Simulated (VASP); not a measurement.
Here is a VASP 6.6.1 calculation.

The input INCAR:

```
SYSTEM = Ga4TeAs
ALGO = Fast
EDIFF = 1E-6
ENCUT = 520
GGA = PE
ISIF = 2
ISMEAR = 0
LASPH = .TRUE.
LCHARG = .FALSE.
LREAL = .FALSE.
LWAVE = .FALSE.
NBANDS = 40
NELM = 100
PREC = Accurate
SIGMA = 0.1
```

File KPOINTS:

```
k-points
0
G
  4 4 4
  0 0 0
```

POSCAR

```
Ga4TeAs
1.0
    0.0000000000      3.9362329900      3.9362329900
    3.9362329900      0.0000000000      3.9362329900
    3.9362329900      3.9362329900      0.0000000000
Ga Te As
4 1 1
Direct
    0.8776099700      0.3741300100      0.3741300100
    0.3741300100      0.3741300100      0.3741300100
    0.3741300100      0.8776099700      0.3741300100
    0.3741300100      0.3741300100      0.8776099700
    0.0000000000      0.0000000000      0.0000000000
    0.7500000000      0.7500000000      0.7500000000
```

Potentials or basis: VASP PAW PBE potentials, release 64 (Ga_d, Te, As).

Launch:

```console
$ cat potpaw_PBE.64/Ga_d/POTCAR potpaw_PBE.64/Te/POTCAR potpaw_PBE.64/As/POTCAR > POTCAR
$ mpirun -np 1 vasp_std > vasp.out
```

Predict the pressure.

3.8 GPa.

What does it give for the largest force?

0.240 eV/Å.

Forces on the atoms (eV/Å):
```
Ga   0.139 -0.139 -0.139
Ga   0.139  0.139  0.139
Ga  -0.139  0.139 -0.139
Ga  -0.139 -0.139  0.139
Te   0.000  0.000  0.000
As   0.000  0.000  0.000
```
